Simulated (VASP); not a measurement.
The system is Sn3Br.

```xyz
4
Lattice="6.7952 0.0000 0.0000 -3.3976 5.8848 0.0000 0.0000 0.0000 2.9483" Properties=species:S:1:pos:R:3 pbc="T T T"
Sn    3.3976    0.0000    0.0000
Sn   -1.6988    2.9424    0.0000
Sn    1.6988    2.9424    0.0000
Br    0.0000    0.0000    0.0000
```

The cell was built from a structure type or drawn by symmetry, and may not be a known phase.

```yaml
Program: VASP 6.6.1
Task: relaxation of cell and atoms
Functional: PBE
Potentials_or_basis: VASP PAW PBE potentials, release 64 (Sn_d, Br)
Cutoff: 600 eV
k_mesh: 3 × 3 × 6
Occupations: gaussian, width 0.1 eV
Spin: no spin polarisation
```

At the start: pressure -0.4 GPa; volume 29.47 Å³/atom.

Problem. Where does the relaxation end?

Solution. Over 9 steps the energy falls by 91.3 meV/atom and the volume is 29.66 Å³/atom (+0.6 %); space group P6/mmm (No. 191, to 0.1 Å) before and after.

Step by step:
```
step  energy change (eV)  largest force (eV/Å)  pressure (GPa)  volume (Å³)
   1              0.0000                0.0000           -0.39       117.90
   2             -0.2413                0.0000            0.29       116.50
   3              0.2081                0.0000            5.73       110.59
   4             -0.3459                0.0000            1.09       115.16
   5             -0.3494                0.0000            1.37       114.75
   6             -0.3498                0.0000            1.32       114.82
   7             -0.3633                0.0000           -0.20       119.38
   8             -0.3647                0.0000            0.13       118.29
   9             -0.3654                0.0000           -0.02       118.66
```

Final structure:
```
CELL_PARAMETERS angstrom
6.51719 0.00000 0.00000
-3.25859 5.64405 0.00000
0.00000 0.00000 3.22582
ATOMIC_POSITIONS crystal
Sn 0.50000 0.00000 0.00000
Sn 0.00000 0.50000 0.00000
Sn 0.50000 0.50000 0.00000
Br 0.00000 0.00000 0.00000
```

Caveat: an odd number of electrons without spin polarisation forces a metal; a magnetic or distorted state may lie lower.
